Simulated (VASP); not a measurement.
Here is a VASP 6.6.1 calculation.

INCAR

```
SYSTEM = Li2C
PREC = Accurate
ENCUT = 520
EDIFF = 1E-6
ISMEAR = 0
SIGMA = 0.1
LREAL = .FALSE.
LASPH = .TRUE.
NELM = 60
ALGO = Normal
ISIF = 2
LWAVE = .FALSE.
LCHARG = .FALSE.
GGA = PE
NBANDS = 12
```

File KPOINTS:

```
Automatic mesh
0
G
  8 8 8
  0 0 0
```

File POSCAR:

```
Li2C
1.0
   -1.4622279810      1.4622279810      3.5870280160
    1.4622279810     -1.4622279810      3.5870280160
    1.4622279810      1.4622279810     -3.5870280160
Li C
2 1
Direct
    0.6650000000      0.6650000000      0.0000000000
    0.3350000000      0.3350000000      0.0000000000
    0.0000000000      0.0000000000      0.0000000000
```

Potentials or basis: VASP PAW PBE potentials, release 64 (Li_sv, C).

The run is started by

```bash
$ cat potpaw_PBE.64/Li_sv/POTCAR potpaw_PBE.64/C/POTCAR > POTCAR
$ mpirun -np 1 vasp_std > vasp.out
```

Task: Predict the band gap on the k mesh.

Result: Zero (band 5 reaches 4.60 eV, above the bottom of band 6 at 1.68 eV).

Task: Predict the largest force.

Result: 0.615 eV/Å.

Forces on the atoms (eV/Å):
```
Li   0.000  0.000 -0.615
Li   0.000  0.000  0.615
C    0.000  0.000  0.000
```

Caveat: the k points lie up to 0.38 Å⁻¹ apart.
